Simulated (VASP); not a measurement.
A run of VASP 6.6.1 is set up as follows.

Contents of INCAR:

```
SYSTEM = Au
PREC = Accurate
ENCUT = 520
EDIFF = 1E-6
ISMEAR = -1
SIGMA = 0.05
LREAL = .FALSE.
LASPH = .TRUE.
NELM = 80
ALGO = Normal
ISIF = 2
LWAVE = .FALSE.
LCHARG = .TRUE.
GGA = PS
LELF = .TRUE.
LVHAR = .TRUE.
NBANDS = 12
```

File KPOINTS:

```
Automatic mesh
0
G
  8 8 8
  0 0 0
```

File POSCAR:

```
Au
1.0
    0.0000000000      2.0350000000      2.0350000000
    2.0350000000      0.0000000000      2.0350000000
    2.0350000000      2.0350000000      0.0000000000
Au
1
Direct
    0.0000000000      0.0000000000      0.0000000000
```

Potentials or basis: VASP PAW PBE potentials, release 64 (Au).

Run with:

```sh
$ cat potpaw_PBE.64/Au/POTCAR > POTCAR
$ mpirun -np 1 vasp_std > vasp.out
```

Question: Estimate the pressure.

Answer: 2.4 GPa.

Caveat: the PAW data sets were made with another functional, which shifts forces and pressure a little.
